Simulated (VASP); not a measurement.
GaP: single point with PBE-based screened hybrid

GaP:

```
Ga P
1.0
     0.00000    2.72540    2.72540
     2.72540    0.00000    2.72540
     2.72540    2.72540    0.00000
Ga P
1 1
Direct
  0.00000 0.00000 0.00000
  0.25000 0.25000 0.25000
```

- Program: VASP 6.6.1
- Task: single point
- Functional: PBE-based screened hybrid
- Potentials or basis: VASP PAW PBE potentials, release 64 (Ga_d, P)
- Cutoff: 520 eV
- k mesh: 4 × 4 × 4
- Occupations: gaussian, width 0.01 eV
- Spin: no spin polarisation
- Dipole correction: no
- Grid for exact exchange (PRECFOCK): Normal
- Share of exact exchange: 0.75
- Further INCAR settings: ALGO = Normal; EDIFF = 1e-06; NBANDS = 16
- Screening parameter: 0.2078 1/Å

The pressure is -2.3 GPa and the band gap on the k mesh is 3.81 eV, indirect (least direct gap 5.12 eV).

Levels at points of the mesh, in eV from the valence-band top:
| k point | band 7 | band 8 | band 9 | band 10 | band 11 | band 12 |
| --- | --- | --- | --- | --- | --- | --- |
| (0.00, 0.00, 0.00) | 0.00 | 0.00 | 0.00 | 5.12 | 6.78 | 6.78 |
| (0.50, 0.00, 0.00) | -8.21 | -1.36 | -1.36 | 4.51 | 7.60 | 7.60 |
| (0.50, 0.50, 0.00) | -8.25 | -3.32 | -3.32 | 3.81 | 4.32 | 15.16 |

Run time: 7.6 min on 1 thread of Intel(R) Xeon(R) Platinum 8488C (Sapphire Rapids), with other jobs on the host, peak memory 0.27 GiB.

Caveat: the k points lie up to 0.50 Å⁻¹ apart; the PAW data sets were made with another functional, which shifts forces and pressure a little. A k mesh can miss the band edges.
